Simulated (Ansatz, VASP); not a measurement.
## One calculation of ScGa3N2, two programs

```
CELL_PARAMETERS angstrom
2.95974 0.00000 0.00000
0.00000 2.95974 0.00000
0.00000 0.00000 10.31144
ATOMIC_POSITIONS crystal
Sc 0.00000 0.00000 0.00000
Ga 0.50000 0.50000 0.24645
Ga 0.50000 0.50000 0.50000
Ga 0.50000 0.50000 0.75355
N 0.00000 0.00000 0.20263
N 0.00000 0.00000 0.79737
```

Change from the starting cell: species swapped into the Pr3MgAl2 type (P4/mmm, No. 123).

Alike in both runs: functional PBE; k mesh 6 × 6 × 2; occupations gaussian, width 0.1 eV; collinear spin.

Ansatz relaxed the structure, and its values are those at the end. VASP's run is a single point on that final structure, the one shown.

|  | VASP | Ansatz |
| --- | --- | --- |
| version | VASP 6.6.1 | Ansatz 0.2.0 |
| potentials or method | VASP PAW PBE potentials, release 64 (Sc_sv, Ga_d, N), cutoff 520 eV | scalar-relativistic, plane waves, PAW |
| valence electrons in the cell | 60 | 60 |

Ansatz gave:

```
gap on the k mesh at the Fermi level (eV) : none
pressure (GPa)                            : -0.2
rms of the force components (eV/Å)        : 0.002
net moment per atom (μB)                  : 0.00
```

**Question.** What did VASP give for the same quantities?

**Answer.** gap on the k mesh at the Fermi level (eV): none; pressure (GPa): 0.2; rms of the force components (eV/Å): 0.017; net moment per atom (μB): 0.00.

A gap of «none» marks a metal or a gap that the smearing closes. Ansatz's warnings: seeded moment not kept.
